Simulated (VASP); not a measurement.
A run of VASP 6.6.1 is set up as follows.

Contents of INCAR:

```
PREC = Accurate
ENCUT = 520
EDIFF = 1E-6
ISMEAR = 0
SIGMA = 0.15
LREAL = False
LASPH = True
NELM = 80
ALGO = Fast
ISIF = 2
LWAVE = False
LCHARG = False
GGA = PS
NBANDS = 11
```

The input KPOINTS:

```
regular mesh
0
Gamma
  12 12 12
```

Contents of POSCAR:

```
Ba
1.0
    3.9177175405      0.0000000000      0.0000000000
    0.0000000000      3.9177175405     -0.2938288155
    0.0000000000     -0.2938288155      3.9177175405
Ba
1
Direct
    0.0000000000      0.0000000000      0.0000000000
```

Potentials or basis: VASP PAW PBE potentials, release 64 (Ba_sv).

The run is started by

```sh
$ cat potpaw_PBE.64/Ba_sv/POTCAR > POTCAR
$ mpirun -np 1 vasp_std > vasp.out
```

Question: Predict the band gap on the k mesh.

Answer: Zero (band 5 reaches 1.79 eV, above the bottom of band 6 at 1.51 eV).

Question: Estimate the pressure.

Answer: -0.4 GPa.

Stress tensor (GPa, compression positive):
```
-0.55  0.00  0.00
 0.00 -0.27 -0.66
 0.00 -0.66 -0.27
```

Caveat: the cell differs from its parent crystal (strain -0.1500 x Voigt [0, 0, 0, 1, 0, 0]); the PAW data sets were made with another functional, which shifts forces and pressure a little; spin-orbit coupling is left out, which moves the levels of the heavy elements.
